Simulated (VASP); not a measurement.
# Ti3O4 (P1) in VASP: single point with PBEsol

Aim: the single point of Ti3O4 with PBEsol.

All numbers are computed with VASP 6.6.1; they aren't measurements. Logs are shortened: lines on timing, memory, paths and dates and some standing lists are left out, and cuts for length are marked.

**1. The cell of the first run**

The typed cell holds 7 atoms: a = 4.973 Å, b = 4.973 Å, c = 2.969 Å, α = 90.00°, β = 90.00°, γ = 108.29°.

**2. Single point, PBEsol (atom 2 (Ti) moved +0.525 Å towards its neighbour atom 1 (Ti) at 2.896 Å)**

Input file INCAR:

```
SYSTEM = Ti3O4
PREC     = Accurate       ! precision mode
ENCUT    = 520            ! plane-wave cutoff, eV
EDIFF    = 1E-6           ! SCF threshold, eV
ISMEAR   = 0              ! smearing method
SIGMA    = 0.15           ! smearing width, eV
LREAL    = .FALSE.        ! projectors in reciprocal space
LASPH    = .TRUE.         ! aspherical terms in the spheres
NELM     = 60             ! most SCF steps
ALGO     = Normal         ! electronic algorithm
ISIF     = 2              ! what is computed and relaxed
LWAVE    = .FALSE.        ! write WAVECAR
LCHARG   = .FALSE.        ! write CHGCAR
GGA      = PS             ! functional
NBANDS   = 39             ! bands
```

Input file KPOINTS:

```
Automatic mesh
0
G
  8 8 14
  0 0 0
```

Input file POSCAR:

```
Ti3O4
1.0
    2.9128162286     -4.0303540220      0.0000000000
    2.9128162286      4.0303540220      0.0000000000
    0.0000000000      0.0000000000      2.9690273773
Ti O
3 4
Direct
    0.0000000000      0.0000000000      0.5000000000
    0.4093524811      0.0000000000     -0.0906475189
    0.0000000000      0.5000000000      0.0000000000
    0.7627833111      0.7627833111      0.0000000000
    0.2588765548      0.7411234452      0.5000000000
    0.2372166889      0.2372166889      0.0000000000
    0.7411234452      0.2588765548      0.5000000000
```

Potentials or basis: VASP PAW PBE potentials, release 64 (Ti_sv, O).

On the command line:

```sh
$ cat potpaw_PBE.64/Ti_sv/POTCAR potpaw_PBE.64/O/POTCAR > POTCAR
$ mpirun -np 1 vasp_std > vasp.out
```

OUTCAR:

```text
SYSTEM = Ti3O4
   PREC = Accurate
   ENCUT = 520
   EDIFF = 1E-6
   ISMEAR = 0
   LREAL = .FALSE.
   LASPH = .TRUE.
   NELM = 60
   ISIF = 2
   GGA = PS

 ion  position               nearest neighbor table
   1  0.000  0.000  0.500-   4 2.03   6 2.03   4 2.03   6 2.03   5 2.09   7 2.09   2 2.37   2 2.69
                             3 2.90   3 2.90   3 2.90   3 2.90
   2  0.409  0.000  0.909-   6 1.68   5 1.76   7 2.13   5 2.17   1 2.37   4 2.42   1 2.69   3 2.69

   3  0.000  0.500  0.000-   4 2.02   6 2.02   5 2.08   7 2.08   5 2.08   7 2.08   2 2.69   1 2.90
                             1 2.90   1 2.90   1 2.90
   4  0.763  0.763  0.000-   3 2.02   1 2.03   1 2.03   2 2.42
   5  0.259  0.741  0.500-   2 1.76   3 2.08   3 2.08   1 2.09   2 2.17
   6  0.237  0.237  0.000-   2 1.68   3 2.02   1 2.03   1 2.03
   7  0.741  0.259  0.500-   3 2.08   3 2.08   1 2.09   2 2.13

  LATTYP: Found a base centered orthorhombic cell.
 ALAT       =     5.8256324572
 B/A-ratio  =     1.3836623067
 C/A-ratio  =     0.5096489350

  Lattice vectors:

 A1 = (   2.9128162286,  -4.0303540220,   0.0000000000)
 A2 = (   2.9128162286,   4.0303540220,   0.0000000000)
 A3 = (   0.0000000000,   0.0000000000,   2.9690273773)

Analysis of symmetry for initial positions (statically):
=====================================================================
 Subroutine PRICEL returns:
 Original cell was already a primitive cell.

 Routine SETGRP: Setting up the symmetry group for a
 base centered orthorhombic supercell.

 Subroutine GETGRP returns: Found  1 space group operations
 (whereof  1 operations were pure point group operations)
 out of a pool of  8 trial point group operations.

The static configuration has the point symmetry C_1 .

Analysis of symmetry for dynamics (positions and initial velocities):
=====================================================================
 Subroutine PRICEL returns:
 Original cell was already a primitive cell.

 Routine SETGRP: Setting up the symmetry group for a
 base centered orthorhombic supercell.

 Subroutine GETGRP returns: Found  1 space group operations
 (whereof  1 operations were pure point group operations)
 out of a pool of  8 trial point group operations.

The dynamic configuration has the point symmetry C_1 .

 Subroutine INISYM returns: Found  1 space group operations
 (whereof  1 operations are pure point group operations),
 and found     1 'primitive' translations

----------------------------------------------------------------------------------------

                                     Primitive cell

  volume of cell :      69.7109

  direct lattice vectors                    reciprocal lattice vectors
     2.912816229 -4.030354022  0.000000000     0.171655182 -0.124058581  0.000000000
     2.912816229  4.030354022  0.000000000     0.171655182  0.124058581  0.000000000
     0.000000000  0.000000000  2.969027377     0.000000000  0.000000000  0.336810636

  length of vectors
     4.972750941  4.972750941  2.969027377     0.211792429  0.211792429  0.336810636

  position of ions in fractional coordinates (direct lattice)
     0.000000000  0.000000000  0.500000000
     0.409352481  0.000000000  0.909352481
     0.000000000  0.500000000  0.000000000
     0.762783311  0.762783311  0.000000000
     0.258876555  0.741123445  0.500000000
     0.237216689  0.237216689  0.000000000
     0.741123445  0.258876555  0.500000000

  ion indices of the primitive-cell ions
   primitive index   ion index
                 1           1
                 2           2
                 3           3
                 4           4
                 5           5
                 6           6
                 7           7

----------------------------------------------------------------------------------------

 KPOINTS: Automatic mesh

Automatic generation of k-mesh.
 Grid dimensions read from file:
 generate k-points for:    8    8   14

 Generating k-lattice:

  Cartesian coordinates                     Fractional coordinates (reciprocal lattice)
     0.021456898 -0.015507323  0.000000000     0.125000000  0.000000000  0.000000000
     0.021456898  0.015507323  0.000000000     0.000000000  0.125000000  0.000000000
     0.000000000  0.000000000  0.024057903     0.000000000  0.000000000  0.071428571

  Length of vectors
     0.026474054  0.026474054  0.024057903

  Shift w.r.t. Gamma in fractional coordinates (k-lattice)
     0.000000000  0.000000000  0.000000000

 Subroutine IBZKPT returns following result:
 ===========================================

 Found    452 irreducible k-points:

 Following reciprocal coordinates:
            Coordinates               Weight
  0.000000  0.000000  0.000000      1.000000
  0.125000 -0.000000  0.000000      2.000000
 -0.000000  0.125000  0.000000      2.000000
  0.250000 -0.000000  0.000000      2.000000
 -0.000000  0.250000  0.000000      2.000000
  0.375000  0.000000  0.000000      2.000000
[... 16 lines left out ...]
  0.375000  0.250000  0.000000      2.000000
  0.250000  0.375000  0.000000      2.000000
 [... further k-points ...]
   k-points           NKPTS =    452   k-points in BZ     NKDIM =    452   number of bands    NBANDS=     39
   number of dos      NEDOS =    301   number of ions     NIONS =      7
   total plane-waves  NPLWV =  38400
   dimension x,y,z NGX =    40 NGY =   40 NGZ =   24
   dimension x,y,z NGXF=    80 NGYF=   80 NGZF=   48
   ions per type =               3   4
   NGX,Y,Z   is equivalent  to a cutoff of  13.37, 13.37, 13.44 a.u.
   NGXF,Y,Z  is equivalent  to a cutoff of  26.75, 26.75, 26.88 a.u.
 SYSTEM =  Ti3O4
   PREC   = accura    normal or accurate (medium, high low for compatibility)
   ISTART =      0    job   : 0-new  1-cont  2-samecut
   ICHARG =      2    charge: 1-file 2-atom 10-const
   ISPIN  =      1    spin polarized calculation?
   LNONCOLLINEAR =      F non collinear calculations
   LSORBIT =      F    spin-orbit coupling
   LASPH  =      T    aspherical Exc in radial PAW
   ENCUT  =  520.0 eV  38.22 Ry    6.18 a.u.   9.25  9.25  5.52*2*pi/ulx,y,z
   NELM   =     60;   NELMIN=  2; NELMDL= -5     # of ELM steps
   EDIFF  = 0.1E-05   stopping-criterion for ELM
   LREAL  =      F    real-space projection
   EDIFFG = 0.1E-04   stopping-criterion for IOM
   NSW    =      0    number of steps for IOM
   IBRION =     -1    ionic relax: 0-MD 1-quasi-New 2-CG
   NFREE  =      0    steps in history (QN), initial steepest desc. (CG)
   ISIF   =      2    stress and relaxation
   ISYM   =      2    0-nonsym 1-usesym 2-fastsym
   POTIM  = 0.5000    time-step for ionic-motion
   TEBEG  =    0.0;   TEEND  =   0.0 temperature during run
   PSTRESS=    0.0 pullay stress
   NELECT =      60.0000    total number of electrons
   NUPDOWN=      -1.0000    fix difference up-down
   EMIN   =  10.00;   EMAX   =-10.00  energy-range for DOS
   EFERMI =   0.00;   METHOD = LEGACY
   ISMEAR =     0;   SIGMA  =   0.15  broadening in eV -4-tet -1-fermi 0-gaus
   EFERMI_NEDOS =   21; number of points for ismear=-14 and -15
   IALGO  =     38    algorithm
   IMIX   =      4    mixing-type and parameters
     AMIX     =   0.40;   BMIX     =  1.00
     AMIX_MAG =   1.60;   BMIX_MAG =  1.00
  volume/ion in A,a.u.               =       9.96        67.20
  Fermi-wavevector in a.u.,A,eV,Ry     =   1.557250  2.942776 32.994515  2.425028
  Thomas-Fermi vector in A             =   2.660928
   LORBIT       =      0    0 simple, 1 ext, 2 COOP (PROOUT), +10 PAW based schemes
   GGA     = PS    functional components
   LHFCALC =     F    Hartree Fock is set to
   AEXX    =    0.0000 exact exchange contribution
   IVDW    =     0    specifies the selected vdW correction
   LEPSILON=     F    determine dielectric tensor
   LRPA    =     F    only Hartree local field effects (RPA)
 non-spin polarized calculation
 Gauss-broadening in eV      SIGMA  =   0.15
  energy-cutoff  :      520.00
  volume of cell :       69.71
 maximum number of plane-waves:      1898
 NGX is ok and might be reduce to    40
   NGX = 19   NGY = 19   NGZ = 11

 number of electron      59.9999989 magnetization

 Free energy of the ion-electron system (eV)
  ---------------------------------------------------
  ext. energy  EPLUGINS =         0.00000000
  ---------------------------------------------------
  free energy    TOTEN  =       -63.92191592 eV

  energy without entropy =      -63.88858353  energy(sigma->0) =      -63.90524973

 E-fermi :   9.1328     XC(G=0): -12.3263

 val. band max:        9.1320227291   @ k =  -0.3750   0.1250   0.2143
 cond. band min:       9.1333756243   @ k =   0.5000   0.5000   0.2857
 fundamental gap:      0.0013528952
 Fermi energy:         9.1327810654

 k-point     1 :       0.0000    0.0000    0.0000
  band No.  band energies     occupation
      1     -48.5216      2.00000
      2     -48.2347      2.00000
      3     -47.9072      2.00000
      4     -25.4261      2.00000
      5     -25.3407      2.00000
      6     -25.0143      2.00000
[... 31 lines left out ...]
     38      11.6612      0.00000
     39      12.2458      0.00000

 k-point     2 :       0.1250   -0.0000    0.0000
  band No.  band energies     occupation
      1     -48.5213      2.00000
      2     -48.2339      2.00000
      3     -47.9085      2.00000
      4     -25.4184      2.00000
      5     -25.3275      2.00000
      6     -25.0132      2.00000
[... 31 lines left out ...]
     38      11.5938      0.00000
     39      12.2855      0.00000

 k-point     3 :      -0.0000    0.1250    0.0000
  band No.  band energies     occupation
      1     -48.5201      2.00000
      2     -48.2361      2.00000
      3     -47.9074      2.00000
      4     -25.4034      2.00000
      5     -25.3396      2.00000
      6     -25.0092      2.00000
[... 31 lines left out ...]
     38      11.6260      0.00000
     39      12.2927      0.00000

 k-point     4 :       0.2500   -0.0000    0.0000
  band No.  band energies     occupation
      1     -48.5204      2.00000
      2     -48.2318      2.00000
      3     -47.9117      2.00000
      4     -25.4011      2.00000
      5     -25.2920      2.00000
      6     -25.0099      2.00000
[... 31 lines left out ...]
     38      11.6805      0.00000
     39      12.3039      0.00000
[... 754 lines left out ...]
     38      12.1339      0.00000
     39      12.2606      0.00000

 k-point    23 :       0.3750    0.2500    0.0000
  band No.  band energies     occupation
      1     -48.5154      2.00000
      2     -48.2335      2.00000
      3     -47.9156      2.00000
      4     -25.3276      2.00000
      5     -25.2412      2.00000
      6     -24.9957      2.00000
[... 31 lines left out ...]
     38      12.0547      0.00000
     39      12.3903      0.00000

 k-point    24 :       0.2500    0.3750    0.0000
  band No.  band energies     occupation
      1     -48.5125      2.00000
      2     -48.2391      2.00000
      3     -47.9128      2.00000
      4     -25.3118      2.00000
      5     -25.2358      2.00000
      6     -24.9891      2.00000
[... 31 lines left out ...]
     38      12.1235      0.00000
     39      12.3353      0.00000

 [... further k-points ...]

------------------------ aborting loop because EDIFF is reached ----------------------------------------

  FORCE on cell =-STRESS in cart. coord.  units (eV):
  Direction    XX          YY          ZZ          XY          YZ          ZX
  --------------------------------------------------------------------------------------
  -------------------------------------------------------------------------------------
  Total        5.3290900     12.5341406      4.7259538     -0.1713412      1.6159601      4.6116261
  in kB      122.4794294    288.0744003    108.6174431     -3.9379655     37.1398995    105.9898286
  external PRESSURE =     173.0570910 kB  Pullay stress =       0.0000000 kB

 VOLUME and BASIS-vectors are now :
 -----------------------------------------------------------------------------
  energy-cutoff  :      520.00
  volume of cell :       69.71
      direct lattice vectors                 reciprocal lattice vectors
     2.912816229 -4.030354022  0.000000000     0.171655182 -0.124058581  0.000000000
     2.912816229  4.030354022  0.000000000     0.171655182  0.124058581  0.000000000
     0.000000000  0.000000000  2.969027377     0.000000000  0.000000000  0.336810636

 POSITION                                       TOTAL-FORCE (eV/Angst)
 -----------------------------------------------------------------------------------
      0.00000      0.00000      1.48451        -2.292093      1.159836     -0.171091
      1.19237     -1.64984      2.69989         4.866384     -8.296369      3.685200
      1.45641      2.01518      0.00000        -0.552522      0.868917      0.383664
      4.44370      0.00000      0.00000         0.322333      0.669770     -0.390964
      2.91282      1.94363      1.48451        -2.726535     -0.578478     -3.777747
      1.38194      0.00000      0.00000         0.949111      6.320639      0.373678
      2.91282     -1.94363      1.48451        -0.566678     -0.144316     -0.102740
 -----------------------------------------------------------------------------------
    total drift:                               -0.000639      0.000562     -0.000276

  FREE ENERGIE OF THE ION-ELECTRON SYSTEM (eV)
  ---------------------------------------------------
  free  energy   TOTEN  =       -63.9219159249 eV

  energy  without entropy=      -63.8885835326  energy(sigma->0) =      -63.90524973
```

Run time: 9.6 min. Hardware: 1 thread of Intel Xeon 6975P-C (Granite Rapids), shared host; peak memory 0.9 GiB.

Results:

```
Free energy            : -63.9219 eV
Pressure               : 17.3 GPa
Largest force          : 10.300 eV/Å
Band gap on the k mesh : zero (bands 30 and 31 overlap by 0.61 eV)
```

Forces in eV/Å, atoms in the order of the input:
```
Ti  -2.292  1.160 -0.171
Ti   4.866 -8.296  3.685
Ti  -0.553  0.869  0.384
O    0.322  0.670 -0.391
O   -2.727 -0.578 -3.778
O    0.949  6.321  0.374
O   -0.567 -0.144 -0.103
```

Stress tensor (GPa, compression positive):
```
12.25 -0.39 10.60
-0.39 28.81  3.71
10.60  3.71 10.86
```

Levels at points of the mesh, in eV from the Fermi level:
| k point | band 27 | band 28 | band 29 | band 30 | band 31 | band 32 | band 33 | band 34 |
| --- | --- | --- | --- | --- | --- | --- | --- | --- |
| (0.00, 0.00, 0.00) | -3.77 | -3.71 | -1.84 | -0.17 | 0.34 | 0.83 | 1.34 | 1.73 |
| (0.50, 0.00, 0.00) | -3.90 | -3.76 | -1.14 | -0.24 | 0.15 | 0.60 | 1.27 | 1.72 |
| (0.00, 0.50, 0.00) | -3.98 | -3.78 | -1.02 | 0.00 | 0.34 | 0.72 | 0.94 | 1.35 |
| (0.50, 0.50, 0.00) | -4.16 | -4.06 | -1.46 | -0.04 | 0.39 | 0.75 | 1.11 | 1.36 |
| (0.00, 0.00, 0.50) | -4.83 | -4.49 | -0.26 | 0.12 | 0.85 | 0.94 | 1.58 | 1.74 |
| (0.50, 0.00, 0.50) | -4.47 | -4.23 | -0.40 | -0.34 | 0.44 | 0.59 | 1.62 | 1.94 |
| (0.00, 0.50, 0.50) | -4.34 | -4.13 | -1.22 | -0.91 | 1.48 | 1.61 | 1.75 | 2.01 |
| (0.50, 0.50, 0.50) | -4.36 | -4.19 | -1.68 | -1.44 | 1.47 | 1.78 | 1.97 | 2.11 |

Caveat: the cell differs from its parent crystal (atom 2 (Ti) moved +0.525 Å towards its neighbour atom 1 (Ti) at 2.896 Å); the cell stands under pressure; the PAW data sets were made with another functional, which shifts forces and pressure a little; semilocal functionals often make such compounds metallic where correlation or magnetic order opens a gap, which also shifts bond lengths.
